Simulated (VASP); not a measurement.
# Zr (P6/mmm) in VASP: further runs

Zr is run at these levels: LDA; tasks: single point.

Program: VASP 6.6.1. These are calculated values, not measurements. Logs are shortened: lines on timing, memory, paths and dates and some standing lists are left out, and cuts for length are marked.

## Step 1: The cell of the first run

The structure is hexagonal, space group P6/mmm (No. 191). The conventional cell has a = 4.722 Å, b = 4.722 Å, c = 2.950 Å, α = 90.00°, β = 90.00°, γ = 120.00°. Within 3.9 Å of Zr (site symmetry 6/mmm) lie 14 Zr at 2.95 to 3.10 Å. Zr (site symmetry -6m2) has 11 Zr at 2.73 to 3.10 Å within 3.6 Å.

This isn't the form of Zr at room conditions, which is hcp.

## Step 2: Single point, LDA (18.99 Å³/atom)

Contents of INCAR:

```
SYSTEM = Zr
ALGO     = Normal         ! electronic algorithm
EDIFF    = 1E-6           ! SCF threshold, eV
ENCUT    = 520            ! plane-wave cutoff, eV
GGA      = CA             ! functional
ISIF     = 2              ! what is computed and relaxed
ISMEAR   = -1             ! smearing method
LASPH    = .True.         ! aspherical terms in the spheres
LCHARG   = .False.        ! write CHGCAR
LREAL    = .False.        ! projectors in reciprocal space
LWAVE    = .False.        ! write WAVECAR
NBANDS   = 25             ! bands
NELM     = 100            ! most SCF steps
PREC     = Accurate       ! precision mode
SIGMA    = 0.1            ! smearing width, eV
```

Contents of KPOINTS:

```
k-points
0
Gamma
  8 8 12
  0 0 0
```

Contents of POSCAR:

```
Zr
1.0
    4.7219070394      0.0000000000      0.0000000000
   -2.3609535197      4.0892914505      0.0000000000
    0.0000000000      0.0000000000      2.9504311746
Zr
3
Direct
    1.0000000000      0.0000000000      1.0000000000
    0.3333333333      0.6666666667      0.5000000000
    0.6666666667      0.3333333333      0.5000000000
```

Potentials or basis: VASP PAW LDA potentials, release 64 (Zr_sv).

Command:

```console
$ cat potpaw_LDA.64/Zr_sv/POTCAR > POTCAR
$ mpirun -np 1 vasp_std > vasp.out
```

OUTCAR:

```text
SYSTEM = Zr
   EDIFF = 1E-6
   ENCUT = 520
   GGA = CA
   ISIF = 2
   ISMEAR = -1
   LASPH = .True.
   LREAL = .False.
   NELM = 100
   PREC = Accurate

 ion  position               nearest neighbor table
   1  0.000  0.000  0.000-   2 3.10   3 3.10   2 3.10   3 3.10   3 3.10   3 3.10   2 3.10   2 3.10
                             3 3.10   3 3.10   2 3.10   2 3.10
   2  0.333  0.667  0.500-   3 2.73   3 2.73   3 2.73   1 3.10   1 3.10   1 3.10   1 3.10   1 3.10
                             1 3.10
   3  0.667  0.333  0.500-   2 2.73   2 2.73   2 2.73   1 3.10   1 3.10   1 3.10   1 3.10   1 3.10
                             1 3.10

  LATTYP: Found a hexagonal cell.
 ALAT       =     4.7219070394
 C/A-ratio  =     0.6248388945

  Lattice vectors:

 A1 = (   4.7219070394,   0.0000000000,   0.0000000000)
 A2 = (  -2.3609535197,   4.0892914505,   0.0000000000)
 A3 = (   0.0000000000,   0.0000000000,   2.9504311746)

Analysis of symmetry for initial positions (statically):
=====================================================================
 Subroutine PRICEL returns:
 Original cell was already a primitive cell.

 Routine SETGRP: Setting up the symmetry group for a
 hexagonal supercell.

 Subroutine GETGRP returns: Found 24 space group operations
 (whereof 24 operations were pure point group operations)
 out of a pool of 24 trial point group operations.

The static configuration has the point symmetry D_6h.

Analysis of symmetry for dynamics (positions and initial velocities):
=====================================================================
 Subroutine PRICEL returns:
 Original cell was already a primitive cell.

 Routine SETGRP: Setting up the symmetry group for a
 hexagonal supercell.

 Subroutine GETGRP returns: Found 24 space group operations
 (whereof 24 operations were pure point group operations)
 out of a pool of 24 trial point group operations.

The dynamic configuration has the point symmetry D_6h.

 Subroutine INISYM returns: Found 24 space group operations
 (whereof 24 operations are pure point group operations),
 and found     1 'primitive' translations

----------------------------------------------------------------------------------------

                                     Primitive cell

  volume of cell :      56.9706

  direct lattice vectors                    reciprocal lattice vectors
     4.721907039  0.000000000  0.000000000     0.211778841  0.122270571  0.000000000
    -2.360953520  4.089291451  0.000000000     0.000000000  0.244541142  0.000000000
     0.000000000  0.000000000  2.950431175     0.000000000  0.000000000  0.338933512

  length of vectors
     4.721907039  4.721907039  2.950431175     0.244541142  0.244541142  0.338933512

  position of ions in fractional coordinates (direct lattice)
     0.000000000  0.000000000  0.000000000
     0.333333333  0.666666667  0.500000000
     0.666666667  0.333333333  0.500000000

  ion indices of the primitive-cell ions
   primitive index   ion index
                 1           1
                 2           2
                 3           3

----------------------------------------------------------------------------------------

 KPOINTS: k-points

Automatic generation of k-mesh.
 Grid dimensions read from file:
 generate k-points for:    8    8   12

 Generating k-lattice:

  Cartesian coordinates                     Fractional coordinates (reciprocal lattice)
     0.026472355  0.015283821  0.000000000     0.125000000 -0.000000000  0.000000000
     0.000000000  0.030567643  0.000000000     0.000000000  0.125000000  0.000000000
     0.000000000  0.000000000  0.028244459     0.000000000  0.000000000  0.083333333

  Length of vectors
     0.030567643  0.030567643  0.028244459

  Shift w.r.t. Gamma in fractional coordinates (k-lattice)
     0.000000000  0.000000000  0.000000000

 Subroutine IBZKPT returns following result:
 ===========================================

 Found     70 irreducible k-points:

 Following reciprocal coordinates:
            Coordinates               Weight
[... 46 lines left out ...]
 fundamental gap:      0.0231572071
 Fermi energy:        11.0497820797

 k-point     1 :       0.0000    0.0000    0.0000
  band No.  band energies     occupation
      1     -37.1264      2.00000
      2     -36.8133      2.00000
      3     -36.5242      2.00000
      4     -15.7839      2.00000
      5     -15.7839      2.00000
      6     -15.5295      2.00000
[... 17 lines left out ...]
     24      13.6680      0.00000
     25      13.6855      0.00000

 k-point     2 :       0.1250    0.0000    0.0000
  band No.  band energies     occupation
      1     -37.1099      2.00000
      2     -36.8161      2.00000
      3     -36.5395      2.00000
      4     -15.9150      2.00000
      5     -15.8618      2.00000
      6     -15.3815      2.00000
[... 17 lines left out ...]
     24      13.1757      0.00000
     25      14.4454      0.00000

 k-point     3 :       0.2500    0.0000    0.0000
  band No.  band energies     occupation
      1     -37.0661      2.00000
      2     -36.8218      2.00000
      3     -36.5817      2.00000
      4     -16.0828      2.00000
      5     -15.8712      2.00000
      6     -15.1685      2.00000
[... 17 lines left out ...]
     24      13.7911      0.00000
     25      15.1861      0.00000

 k-point     4 :       0.3750   -0.0000    0.0000
  band No.  band energies     occupation
      1     -37.0144      2.00000
      2     -36.8236      2.00000
      3     -36.6356      2.00000
      4     -16.1961      2.00000
      5     -15.7287      2.00000
      6     -15.1396      2.00000
[... 17 lines left out ...]
     24      14.7074      0.00000
     25      14.8954      0.00000
[... 477 lines left out ...]
 k-point    22 :       0.1250    0.0000    0.1667
  band No.  band energies     occupation
      1     -37.0599      2.00000
      2     -36.8032      2.00000
      3     -36.5096      2.00000
      4     -15.8486      2.00000
      5     -15.7994      2.00000
      6     -15.3332      2.00000
[... 17 lines left out ...]
     24      13.2531      0.00000
     25      14.9999      0.00000

 k-point    23 :       0.2500    0.0000    0.1667
  band No.  band energies     occupation
      1     -37.0205      2.00000
      2     -36.8043      2.00000
      3     -36.5515      2.00000
      4     -15.9975      2.00000
      5     -15.8130      2.00000
      6     -15.1721      2.00000
[... 17 lines left out ...]
     24      13.5917      0.00000
     25      15.5957      0.00000

 k-point    24 :       0.3750   -0.0000    0.1667
  band No.  band energies     occupation
      1     -36.9760      2.00000
      2     -36.7979      2.00000
      3     -36.6058      2.00000
      4     -16.1010      2.00000
      5     -15.7063      2.00000
      6     -15.2387      2.00000
[... 17 lines left out ...]
     24      14.3099      0.00000
     25      14.9186      0.00000

 [... further k-points ...]

------------------------ aborting loop because EDIFF is reached ----------------------------------------

  FORCE on cell =-STRESS in cart. coord.  units (eV):
  Direction    XX          YY          ZZ          XY          YZ          ZX
  --------------------------------------------------------------------------------------
  -------------------------------------------------------------------------------------
  Total        6.1896687      6.1896687      6.0199033      0.0000000     -0.0000000     -0.0000000
  in kB      174.0712310    174.0712310    169.2969407      0.0000000     -0.0000000     -0.0000000
  external PRESSURE =     172.4798009 kB  Pullay stress =       0.0000000 kB

 VOLUME and BASIS-vectors are now :
 -----------------------------------------------------------------------------
  energy-cutoff  :      520.00
  volume of cell :       56.97
      direct lattice vectors                 reciprocal lattice vectors
     4.721907039  0.000000000  0.000000000     0.211778841  0.122270571  0.000000000
    -2.360953520  4.089291451  0.000000000     0.000000000  0.244541142  0.000000000
     0.000000000  0.000000000  2.950431175     0.000000000  0.000000000  0.338933512

 POSITION                                       TOTAL-FORCE (eV/Angst)
 -----------------------------------------------------------------------------------
      0.00000      0.00000      0.00000        -0.000000      0.000000      0.000000
     -0.00000      2.72619      1.47522         0.000000     -0.000000     -0.000000
      2.36095      1.36310      1.47522         0.000000      0.000000      0.000000
 -----------------------------------------------------------------------------------
    total drift:                                0.000000     -0.000000     -0.000000

  FREE ENERGIE OF THE ION-ELECTRON SYSTEM (eV)
  ---------------------------------------------------
  free  energy   TOTEN  =       -27.5787957911 eV

  energy  without entropy=      -27.4885285245  energy(sigma->0) =      -27.53366216
```

Run time: 58 s. Hardware: 1 thread of AMD EPYC 9R45 (Zen 5), shared host; peak memory 0.17 GiB.

What came out:

```yaml
Free_energy: -27.5788 eV
Pressure: 17.2 GPa
Band_gap_on_the_k_mesh: zero (bands 18 and 19 overlap by 0.88 eV)
```

Stress tensor (GPa, compression positive):
```
17.41  0.00  0.00
 0.00 17.41  0.00
 0.00  0.00 16.93
```

Levels at points of the mesh, in eV from the Fermi level:
| k point | band 15 | band 16 | band 17 | band 18 | band 19 | band 20 | band 21 | band 22 |
| --- | --- | --- | --- | --- | --- | --- | --- | --- |
| (0.00, 0.00, 0.00) | -0.31 | -0.31 | -0.23 | -0.23 | -0.14 | 0.93 | 1.89 | 1.89 |
| (0.50, 0.00, 0.00) | -2.90 | -0.90 | -0.88 | -0.60 | -0.09 | 0.89 | 1.18 | 2.74 |
| (0.00, 0.00, 0.50) | -2.34 | -2.34 | -1.81 | -0.92 | 1.40 | 1.40 | 2.15 | 2.15 |
| (0.50, 0.00, 0.50) | -2.47 | -1.98 | -0.96 | -0.32 | 0.15 | 1.12 | 1.94 | 2.22 |

Caveat: the cell stands under pressure.

## Step 3: Single point, LDA (19.85 Å³/atom)

This run uses another cell than the first one, of 19.85 Å³/atom.

Contents of INCAR:

```
SYSTEM = Zr
PREC     = Accurate       ! precision mode
ENCUT    = 520            ! plane-wave cutoff, eV
EDIFF    = 1E-7           ! SCF threshold, eV
ISMEAR   = -1             ! smearing method
SIGMA    = 0.1            ! smearing width, eV
LREAL    = .False.        ! projectors in reciprocal space
LASPH    = .True.         ! aspherical terms in the spheres
NELM     = 60             ! most SCF steps
ALGO     = Normal         ! electronic algorithm
ISIF     = 2              ! what is computed and relaxed
LWAVE    = .False.        ! write WAVECAR
LCHARG   = .False.        ! write CHGCAR
NBANDS   = 25             ! bands
```

Contents of KPOINTS:

```
Automatic mesh
0
Gamma
  8 8 12
  0 0 0
```

Contents of POSCAR:

```
Zr
1.0
    4.7923936558      0.0000000000      0.0000000000
   -2.3961968279      4.1503346508      0.0000000000
    0.0000000000      0.0000000000      2.9944739540
Zr
3
Direct
    1.0000000000      0.0000000000      1.0000000000
    0.3333333333      0.6666666667      0.5000000000
    0.6666666667      0.3333333333      0.5000000000
```

Potentials or basis: VASP PAW LDA potentials, release 64 (Zr_sv).

Command:

```console
$ cat potpaw_LDA.64/Zr_sv/POTCAR > POTCAR
$ mpirun -np 1 vasp_std > vasp.out
```

It took 69 s on 1 thread of AMD EPYC 9R45 (Zen 5), shared host; peak memory 0.17 GiB.

The run converged. Its results:

```yaml
Free_energy: -27.8025 eV
Pressure: 10.5 GPa
Band_gap_on_the_k_mesh: zero (bands 18 and 19 overlap by 0.81 eV)
```

Stress tensor (GPa, compression positive):
```
10.54  0.00  0.00
 0.00 10.54  0.00
 0.00  0.00 10.34
```

Levels at points of the mesh, in eV from the Fermi level:
```
           k point  band 16  band 17  band 18  band 19  band 20  band 21
(0.00, 0.00, 0.00)    -0.35    -0.29    -0.29    -0.15     0.91     1.82
(0.50, 0.00, 0.00)    -0.82    -0.81    -0.58    -0.06     0.84     1.17
(0.00, 0.00, 0.50)    -2.22    -1.91    -1.04     1.35     1.35     2.02
(0.50, 0.00, 0.50)    -1.84    -0.91    -0.35     0.20     1.07     1.81
```

Caveat: the cell stands under pressure.

## Step 4: Single point, LDA (22.44 Å³/atom)

This run uses another cell than the first one, of 22.44 Å³/atom.

Contents of INCAR:

```
SYSTEM = Zr
ALGO = Normal ; EDIFF = 1E-6
ENCUT = 520 ; GGA = CA
ISIF = 2 ; ISMEAR = -1
LASPH = .True. ; LCHARG = .True.
LELF = .True. ; LREAL = .False.
LVHAR = .True. ; LWAVE = .False.
NBANDS = 25 ; NELM = 60
PREC = Accurate ; SIGMA = 0.1
```

Contents of KPOINTS:

```
k-points
0
Gamma
  8 8 12
  0 0 0
```

Contents of POSCAR:

```
Zr
1.0
    4.9923036007      0.0000000000      0.0000000000
   -2.4961518004      4.3234617416      0.0000000000
    0.0000000000      0.0000000000      3.1193854630
Zr
3
Direct
    1.0000000000      0.0000000000      1.0000000000
    0.3333333333      0.6666666667      0.5000000000
    0.6666666667      0.3333333333      0.5000000000
```

Command:

```console
$ cat potpaw_LDA.64/Zr_sv/POTCAR > POTCAR
$ mpirun -np 1 vasp_std > vasp.out
```

Run time: 74 s. Hardware: 1 thread of AMD EPYC 9R45 (Zen 5), shared host; peak memory 0.18 GiB.

It converged, with:

```
Free energy            : -27.9363 eV
Pressure               : -3.8 GPa
Band gap on the k mesh : zero (bands 18 and 19 overlap by 0.62 eV)
```

Levels at points of the mesh, in eV from the Fermi level:
```
           k point  band 15  band 16  band 17  band 18  band 19  band 20  band 21  band 22
(0.00, 0.00, 0.00)    -0.44    -0.44    -0.38    -0.38    -0.18     0.84     1.65     1.65
(0.50, 0.00, 0.00)    -2.94    -0.63    -0.62    -0.49     0.02     0.72     1.12     1.81
(0.00, 0.00, 0.50)    -2.08    -1.90    -1.90    -1.27     1.24     1.24     1.70     1.70
(0.50, 0.00, 0.50)    -1.96    -1.51    -0.78    -0.41     0.30     0.97     1.34     1.48
```

Caveat: the cell stands under tension.

## Step 5: Single point, LDA (23.31 Å³/atom)

This run uses another cell than the first one, of 23.31 Å³/atom.

Contents of INCAR:

```
SYSTEM = Zr
ALGO = Normal ; EDIFF = 1E-6
ENCUT = 520 ; GGA = CA
ISIF = 2 ; ISMEAR = -1
LASPH = .True. ; LCHARG = .False.
LREAL = .False. ; LWAVE = .False.
NBANDS = 25 ; NELM = 100
PREC = Accurate ; SIGMA = 0.1
```

KPOINTS is that of step 4.

Contents of POSCAR:

```
Zr
1.0
    5.0555040264      0.0000000000      0.0000000000
   -2.5277520132      4.3781949158      0.0000000000
    0.0000000000      0.0000000000      3.1588755471
Zr
3
Direct
    1.0000000000      0.0000000000      1.0000000000
    0.3333333333      0.6666666667      0.5000000000
    0.6666666667      0.3333333333      0.5000000000
```

Command:

```console
$ cat potpaw_LDA.64/Zr_sv/POTCAR > POTCAR
$ mpirun -np 1 vasp_std > vasp.out
```

Run time: 72 s. Hardware: 1 thread of AMD EPYC 9R45 (Zen 5), shared host; peak memory 0.18 GiB.

Results (log left out):

```
Free energy            : -27.8482 eV
Pressure               : -7.1 GPa
Band gap on the k mesh : zero (bands 18 and 19 overlap by 0.57 eV)
```

Stress tensor (GPa, compression positive):
```
-7.10  0.00  0.00
 0.00 -7.10  0.00
 0.00  0.00 -7.19
```

Levels at points of the mesh, in eV from the Fermi level:
```tsv
k point	band 16	band 17	band 18	band 19	band 20	band 21
(0.00, 0.00, 0.00)	-0.46	-0.40	-0.40	-0.19	0.82	1.60
(0.50, 0.00, 0.00)	-0.58	-0.56	-0.46	0.04	0.69	1.10
(0.00, 0.00, 0.50)	-1.81	-1.81	-1.32	1.21	1.21	1.61
(0.50, 0.00, 0.50)	-1.42	-0.75	-0.42	0.32	0.94	1.19
```

Caveat: the cell stands under tension.

## Step 6: Single point, LDA (24.17 Å³/atom)

This run uses another cell than the first one, of 24.17 Å³/atom.

Contents of INCAR:

```
PREC = Accurate ; ENCUT = 520
EDIFF = 1E-6 ; ISMEAR = -1
SIGMA = 0.1 ; LREAL = False
LASPH = True ; NELM = 100
ALGO = Normal ; ISIF = 2
LWAVE = False ; LCHARG = False
NBANDS = 25
```

Contents of KPOINTS:

```
Automatic mesh
0
Gamma
  8 8 12
```

Contents of POSCAR:

```
Zr
1.0
    5.1171625913      0.0000000000      0.0000000000
   -2.5585812957      4.4315927994      0.0000000000
    0.0000000000      0.0000000000      3.1974022167
Zr
3
Direct
    1.0000000000      0.0000000000      1.0000000000
    0.3333333333      0.6666666667      0.5000000000
    0.6666666667      0.3333333333      0.5000000000
```

Potentials or basis: VASP PAW LDA potentials, release 64 (Zr_sv).

Command:

```console
$ cat potpaw_LDA.64/Zr_sv/POTCAR > POTCAR
$ mpirun -np 1 vasp_std > vasp.out
```

Wall time 74 s (1 thread of AMD EPYC 9R45 (Zen 5), shared host); peak memory 0.19 GiB.

The run converged. Its results:

| Property | Result |
| --- | --- |
| Free energy | -27.7114 eV |
| Pressure | -9.9 GPa |
| Band gap on the k mesh | zero (bands 18 and 19 overlap by 0.53 eV) |

Stress tensor (GPa, compression positive):
```
-9.84  0.00  0.00
 0.00 -9.84  0.00
 0.00  0.00 -9.96
```

Levels at points of the mesh, in eV from the Fermi level:
| k point | band 14 | band 15 | band 16 | band 17 | band 18 | band 19 | band 20 | band 21 | band 22 | band 23 |
| --- | --- | --- | --- | --- | --- | --- | --- | --- | --- | --- |
| (0.00, 0.00, 0.00) | -2.19 | -0.47 | -0.47 | -0.41 | -0.41 | -0.19 | 0.79 | 1.55 | 1.55 | 2.14 |
| (0.50, 0.00, 0.00) | -3.08 | -2.77 | -0.53 | -0.52 | -0.43 | 0.06 | 0.66 | 1.09 | 1.50 | 2.27 |
| (0.00, 0.00, 0.50) | -2.28 | -2.13 | -1.72 | -1.72 | -1.35 | 1.18 | 1.18 | 1.53 | 1.53 | 4.00 |
| (0.50, 0.00, 0.50) | -2.23 | -1.76 | -1.33 | -0.71 | -0.42 | 0.34 | 0.91 | 1.05 | 1.31 | 2.71 |

Caveat: the cell stands under tension.

## Step 7: Summary

| cell | gap on the mesh (eV) | pressure (GPa) |
| --- | --- | --- |
| a = 4.722, b = 4.722, c = 2.950 Å, angles 90.0, 90.0, 120.0°, 3 atoms | none | 17.2 |
| a = 4.792, b = 4.792, c = 2.994 Å, angles 90.0, 90.0, 120.0°, 3 atoms | none | 10.5 |
| a = 4.992, b = 4.992, c = 3.119 Å, angles 90.0, 90.0, 120.0°, 3 atoms | none | -3.8 |
| a = 5.056, b = 5.056, c = 3.159 Å, angles 90.0, 90.0, 120.0°, 3 atoms | none | -7.1 |
| a = 5.117, b = 5.117, c = 3.197 Å, angles 90.0, 90.0, 120.0°, 3 atoms | none | -9.9 |

Alike in all rows: task single point; level LDA; potentials or basis VASP PAW LDA potentials, release 64 (Zr_sv); no spin polarisation; k mesh 8 × 8 × 12; cutoff (eV) 520; smearing fermi-dirac 0.1 eV.

Caveats: the cell stands under tension (at least some runs); the cell stands under pressure (at least some runs).

Absolute energies hang on the potentials; compare differences alone.
